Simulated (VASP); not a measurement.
BaTiO3, 5 atoms in the cell. Symmetry: Pm-3m, No. 221, cubic system. Conventional cell: a = 4.006 Å, b = 4.006 Å, c = 4.006 Å, α = 90.00°, β = 90.00°, γ = 90.00°. Within 3.7 Å of Ba (site symmetry m-3m) lie 12 O at 2.83 Å and 8 Ti at 3.47 Å. Ti (site symmetry m-3m) has 6 O at 2.00 Å within 2.7 Å. O (site symmetry 4/mmm) has 2 Ti at 2.00 Å within 2.7 Å. 

```yaml
Program: VASP 6.6.1
Task: single point
Functional: PBEsol
Potentials_or_basis: VASP PAW PBE potentials, release 64 (Ba_sv, Ti_sv, O)
Cutoff: 520 eV
k_mesh: 7 × 7 × 7
Occupations: fermi-dirac, width 0.05 eV
Spin: no spin polarisation
Hubbard_terms: Ti d U = 6.0 eV
Dipole_correction: no
Further_INCAR_settings: ALGO = Normal; EDIFF = 1e-06; NBANDS = 28
```

Potentials or basis: VASP PAW PBE potentials, release 64 (Ba_sv, Ti_sv, O).

Run with:

```console
$ cat potpaw_PBE.64/Ba_sv/POTCAR potpaw_PBE.64/Ti_sv/POTCAR potpaw_PBE.64/O/POTCAR > POTCAR
$ mpirun -np 1 vasp_std > vasp.out
```

Hardware: 1 thread of AMD EPYC 9R45 (Zen 5) (shared host).

Task: How long does it take, and how much memory?

Result: It took 29 s on 1 thread of AMD EPYC 9R45 (Zen 5), with other jobs on the host, peak memory 0.15 GiB. Counts: scf iterations 16, k points 20.
